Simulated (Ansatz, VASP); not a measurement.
## Yb: VASP beside Ansatz

```
Yb
1.0
     2.99868    0.00000    0.00000
     0.00000    2.99868    0.00000
     0.00000    0.00000    2.99868
Yb
1
Cartesian
  0.0000 0.0000 0.0000
```

Alike in both runs: task single point; functional LDA; k mesh 11 × 11 × 11; occupations fermi-dirac, width 0.1 eV; no spin polarisation.

```csv
,VASP,Ansatz
version,VASP 6.6.1,Ansatz 0.2.0
potentials or method,"VASP PAW PBE potentials, release 64 (Yb), cutoff 520 eV","plane waves (420 eV) with PAW, scalar-relativistic"
valence electrons in the cell,24,24
```

```csv
,VASP,Ansatz,Ansatz less VASP
pressure (GPa),2.5,3.2,+0.72
```

VASP's potentials were made for PBE, not for LDA, and Ansatz warns of the same on its side. LDA's correlation is that of Perdew and Zunger in VASP and of Perdew and Wang (1992) in Ansatz.

Neither program's run includes spin-orbit coupling.
